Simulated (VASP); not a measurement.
# Ta4S in VASP: further runs, part 2 of 2

VASP 6.6.1. The steps go on from the part before.

## Step 3: Single point, PBE

Contents of INCAR:

```
  PREC = Accurate
  ENCUT = 520
  EDIFF = 1E-6
  ISMEAR = 0
  SIGMA = 0.1
  LREAL = F
  LASPH = T
  NELM = 80
  ALGO = Normal
  ISIF = 2
  LWAVE = F
  LCHARG = F
  LDIPOL = T
  IDIPOL = 3
  DIPOL = 0.5 0.5 0.362
  GGA = PE
  NBANDS = 33
```

Contents of KPOINTS:

```
Automatic mesh
0
Gamma
  8 8 1
```

Contents of POSCAR:

```
Ta4S
1.0
    3.3189671341      0.0000000000      0.0000000000
    0.0000000000      3.3189671341      0.0000000000
    0.0000000000      0.0000000000     20.2996559613
Ta S
4 1
Direct
    0.5000000000      0.5000000000      0.1970476745
    0.0000000000      0.0000000000      0.2787970189
    0.5000000000      0.5000000000      0.3599139055
    0.0000000000      0.0000000000      0.4334879359
    0.1250000000      0.1250000000      0.5398218885
```

Potentials or basis: VASP PAW PBE potentials, release 64 (Ta_pv, S).

Started as:

```console
cat potpaw_PBE.64/Ta_pv/POTCAR potpaw_PBE.64/S/POTCAR > POTCAR
mpirun -np 1 vasp_std > vasp.out
```

It took 10 min on 1 thread of Intel Xeon 8259CL, shared host; peak memory 0.42 GiB.

It converged, with:

```yaml
Free_energy: -48.6986 eV
Largest_force: 2.207 eV/Å
Band_gap_on_the_k_mesh: zero (bands 25 and 26 overlap by 0.95 eV)
```

Forces on the atoms (eV/Å):
```
Ta   0.006  0.006  1.178
Ta   0.021  0.021 -1.412
Ta  -0.210 -0.210 -1.987
Ta  -0.062 -0.062  2.206
S    0.246  0.246  0.016
```

Levels at points of the mesh, in eV from the Fermi level:
```
           k point  band 23  band 24  band 25  band 26  band 27  band 28
(0.00, 0.00, 0.00)    -0.03     0.29     0.41     0.41     0.65     1.05
(0.50, 0.00, 0.00)    -0.90    -0.08     0.33     0.42     0.96     1.00
(0.50, 0.50, 0.00)    -1.26    -1.08    -0.18     0.00     2.01     2.02
```

Caveat: spin-orbit coupling is left out, which moves the levels of the heavy elements.

## Step 4: Single point, PBE

Contents of INCAR:

```
SYSTEM = Ta4S
PREC = Accurate
ENCUT = 520
EDIFF = 1E-6
ISMEAR = 0
SIGMA = 0.1
LREAL = .False.
LASPH = .True.
NELM = 80
ALGO = Normal
ISIF = 2
LWAVE = .False.
LCHARG = .False.
LDIPOL = .True.
IDIPOL = 3
DIPOL = 0.5 0.5 0.354
GGA = PE
NBANDS = 33
```

Contents of KPOINTS:

```
Automatic mesh
0
Gamma
  8 8 1
  0 0 0
```

Changes to POSCAR since step 3:

```diff
@@ -12,2 +12,2 @@
     0.0000000000      0.0000000000      0.4334879359
-    0.1250000000      0.1250000000      0.5398218885
+    0.3750000000      0.3750000000      0.5025284374
```

Started as:

```console
cat potpaw_PBE.64/Ta_pv/POTCAR potpaw_PBE.64/S/POTCAR > POTCAR
mpirun -np 1 vasp_std > vasp.out
```

Run time: 8.9 min. Hardware: 1 thread of Intel Xeon 8259CL, shared host; peak memory 0.42 GiB.

Results (log left out):

| Item | Value |
| --- | --- |
| Free energy | -50.0889 eV |
| Largest force | 2.840 eV/Å |
| Band gap on the k mesh | zero (bands 25 and 26 overlap by 0.47 eV) |

Forces in eV/Å, atoms in the order of the input:
```
Ta   0.116  0.116  1.046
Ta   0.054  0.054 -0.923
Ta  -0.507 -0.507 -1.029
Ta  -1.670 -1.670  0.898
S    2.008  2.008  0.008
```

Levels at points of the mesh, in eV from the Fermi level:
```
           k point  band 23  band 24  band 25  band 26  band 27  band 28
(0.00, 0.00, 0.00)    -0.02     0.29     0.32     0.35     0.59     0.63
(0.50, 0.00, 0.00)    -1.06    -0.87    -0.10     0.06     0.38     0.95
(0.50, 0.50, 0.00)    -1.60    -0.40    -0.39     0.67     2.02     2.05
```

Caveat: spin-orbit coupling is left out, which moves the levels of the heavy elements.

## Step 5: Relaxation of the atoms, PBE

Contents of INCAR:

```
SYSTEM = Ta4S
PREC = Accurate
ENCUT = 520
EDIFF = 1E-6
ISMEAR = 0
SIGMA = 0.1
LREAL = .FALSE.
LASPH = .TRUE.
NELM = 100
ALGO = Normal
ISIF = 2
LWAVE = .FALSE.
LCHARG = .FALSE.
LDIPOL = .TRUE.
IDIPOL = 3
DIPOL = 0.5 0.5 0.357
GGA = PE
IBRION = 2
NSW = 36
EDIFFG = -0.025
```

Contents of KPOINTS:

```
Automatic mesh
0
G
  8 8 1
  0 0 0
```

Contents of POSCAR:

```
Ta4S
1.0
    3.3189671341      0.0000000000      0.0000000000
    0.0000000000      3.3189671341      0.0000000000
    0.0000000000      0.0000000000     20.2996559613
Ta S
4 1
Selective dynamics
Direct
    0.5000000000      0.5000000000      0.1970476745  F F F
    0.0000000000      0.0000000000      0.2787970189  F F F
    0.5000000000      0.5000000000      0.3599139055  F F F
    0.0000000000      0.0000000000      0.4334879359  F F F
    0.3750000000      0.3750000000      0.5132922440  F F T
```

Potentials or basis: VASP PAW PBE potentials, release 64 (Ta_pv, S).

Started as:

```console
cat potpaw_PBE.64/Ta_pv/POTCAR potpaw_PBE.64/S/POTCAR > POTCAR
mpirun -np 1 vasp_std > vasp.out
```

OUTCAR:

```text
SYSTEM = Ta4S
   PREC = Accurate
   ENCUT = 520
   EDIFF = 1E-6
   ISMEAR = 0
   LREAL = .FALSE.
   LASPH = .TRUE.
   NELM = 100
   ISIF = 2
   GGA = PE
   IBRION = 2
   NSW = 36
   EDIFFG = -0.025

 ion  position               nearest neighbor table
   1  0.500  0.500  0.197-   2 2.87   2 2.87   2 2.87   2 2.87   3 3.31
   2  0.000  0.000  0.279-   3 2.87   3 2.87   3 2.87   3 2.87   1 2.87   1 2.87   1 2.87   1 2.87
                             4 3.14
   3  0.500  0.500  0.360-   4 2.78   4 2.78   4 2.78   4 2.78   2 2.87   2 2.87   2 2.87   2 2.87
                             5 3.17   1 3.31
   4  0.000  0.000  0.433-   5 2.39   3 2.78   3 2.78   3 2.78   3 2.78   5 2.91   5 2.91   2 3.14

[... 1032 lines left out ...]

  energy without entropy =      -50.06873909  energy(sigma->0) =      -50.07881933

 E-fermi :   0.0317     XC(G=0):  -5.7991

 val. band max:        0.0119687439   @ k =   0.0000   0.0000   0.0000
 cond. band min:       0.0433651549   @ k =   0.1250   0.0000   0.0000
 fundamental gap:      0.0313964110
 Fermi energy:         0.0317004797

 k-point     1 :       0.0000    0.0000    0.0000
  band No.  band energies     occupation
      1     -34.9637      2.00000
      2     -34.7760      2.00000
      3     -34.7702      2.00000
      4     -34.6634      2.00000
      5     -34.6361      2.00000
      6     -34.6133      2.00000
[... 682 lines left out ...]
     29       2.1808      0.00000
     30       2.5218      0.00000

------------------------ aborting loop because EDIFF is reached ----------------------------------------

 vacuum level on the upper side and lower side of the slab       (xc-potential included)         0.044        -0.506

  FORCE on cell =-STRESS in cart. coord.  units (eV):
  Direction    XX          YY          ZZ          XY          YZ          ZX
  --------------------------------------------------------------------------------------
  -------------------------------------------------------------------------------------
  Total       -0.2347485     -0.2347485     -0.6334810      2.8753980      2.8328948      2.8328949
  in kB       -1.6819720     -1.6819720     -4.5388895     20.6022176     20.2976824     20.2976826
  external PRESSURE =      -2.6342778 kB  Pullay stress =       0.0000000 kB
[... 20 lines left out ...]
  FREE ENERGIE OF THE ION-ELECTRON SYSTEM (eV)
  ---------------------------------------------------
  free  energy   TOTEN  =       -50.0888995567 eV

  energy  without entropy=      -50.0687390933  energy(sigma->0) =      -50.07881933

 reached required accuracy - stopping structural energy minimisation

 vacuum level on the upper side and lower side of the slab         4.346         3.779
```

CONTCAR:

```text
Ta4S
   1.00000000000000
     3.3189671341000002    0.0000000000000000    0.0000000000000000
     0.0000000000000000    3.3189671341000002    0.0000000000000000
     0.0000000000000000    0.0000000000000000   20.2996559613000009
  Ta              S
     4     1
Selective dynamics
Direct
     0.5000000000000000    0.5000000000000000    0.1970476744999985   F   F   F
     0.0000000000000000    0.0000000000000000    0.2787970189000006   F   F   F
     0.5000000000000000    0.5000000000000000    0.3599139055000009   F   F   F
     0.0000000000000000    0.0000000000000000    0.4334879358999970   F   F   F
     0.3750000000000000    0.3750000000000000    0.5026173086027742   F   F   T

  0.00000000E+00  0.00000000E+00  0.00000000E+00
  0.00000000E+00  0.00000000E+00  0.00000000E+00
  0.00000000E+00  0.00000000E+00  0.00000000E+00
  0.00000000E+00  0.00000000E+00  0.00000000E+00
  0.00000000E+00  0.00000000E+00  0.00000000E+00
```

Run time: 11 min. Hardware: 1 thread of Intel Xeon Platinum 8488C (Sapphire Rapids), shared host; peak memory 0.42 GiB.

Results:

```yaml
Free_energy: -50.0889 eV
Energy_gained_by_relaxing: 40.1 meV/atom
Ionic_steps: 4
Band_gap_on_the_k_mesh: zero (bands 25 and 26 overlap by 0.47 eV)
```

Step by step:
| step | energy change (eV) | largest force on free atoms (eV/Å) | pressure (GPa) |
| --- | --- | --- | --- |
| 1 | 0.0000 | 1.6675 | -1.87 |
| 2 | -0.1153 | 1.1779 | -1.34 |
| 3 | -0.2003 | 0.0685 | -0.19 |
| 4 | -0.2005 | 0.0103 | -0.26 |

Final structure:
```
Ta S
1.0
     3.31897    0.00000    0.00000
     0.00000    3.31897    0.00000
     0.00000    0.00000   20.29966
Ta S
4 1
Direct
  0.50000 0.50000 0.19705
  0.00000 0.00000 0.27880
  0.50000 0.50000 0.35991
  0.00000 0.00000 0.43349
  0.37500 0.37500 0.50262
```

Caveat: spin-orbit coupling is left out, which moves the levels of the heavy elements.

## Step 6: The runs side by side

```tsv
task	cell	atoms held fixed (from 0)	atoms held along some axes (from 0)	gap on the mesh (eV)	largest force (eV/Å)
single point	as given, atomic positions A	-	-	none	1.94
single point	as given, atomic positions B	-	-	none	2.21
single point	as given, atomic positions C	-	-	none	2.84
relaxation of the atoms	atoms relaxed, atomic positions D	[0, 1, 2, 3]	atom 4 along a and b	none	-
```

Alike in all rows: level PBE; potentials or basis VASP PAW PBE potentials, release 64 (Ta_pv, S); no spin polarisation; k mesh 8 × 8 × 1; cutoff (eV) 520; smearing gaussian 0.1 eV.

Caveats: spin-orbit coupling is left out, which moves the levels of the heavy elements.

Absolute energies hang on the potentials; compare differences alone.

The gap in the log of VASP goes by the Fermi energy; the results here count the filled bands.